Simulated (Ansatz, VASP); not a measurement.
## Two plane-wave programs on MgCd2O3

```
Mg Cd O
1.0
     5.82092    0.00000    0.00000
    -2.91046    5.04107    0.00000
     0.00000    0.00000    3.09834
Mg Cd O
1 2 3
Direct
  0.00000 0.00000 0.00000
  0.66667 0.33333 0.00000
  0.33333 0.66667 0.00000
  0.50000 0.00000 0.50000
  0.50000 0.50000 0.50000
  0.00000 0.50000 0.50000
```

Change from the starting cell: species swapped into the PrAl3Ni2 type (P6/mmm, No. 191).

Alike in both runs: functional PBE; k mesh 6 × 6 × 12; occupations gaussian, width 0.1 eV; no spin polarisation.

Ansatz relaxed the structure, and its values are those at the end. VASP's run is a single point on that final structure, the one shown.

```csv
,VASP,Ansatz
version,VASP 6.6.1,Ansatz 0.2.0
potentials or method,"VASP PAW PBE potentials, release 64 (Mg, Cd, O), cutoff 520 eV","scalar-relativistic, plane waves, PAW"
valence electrons in the cell,44,68
```

```csv
,VASP,Ansatz,Ansatz less VASP
gap on the k mesh at the Fermi level (eV),none,none,-
pressure (GPa),1.0,0.0,-1.06
```

A gap of «none» marks a metal or a gap that the smearing closes. VASP's potentials hold 44 valence electrons a cell and Ansatz's 68, so a difference there can come from the potentials and not from the codes.
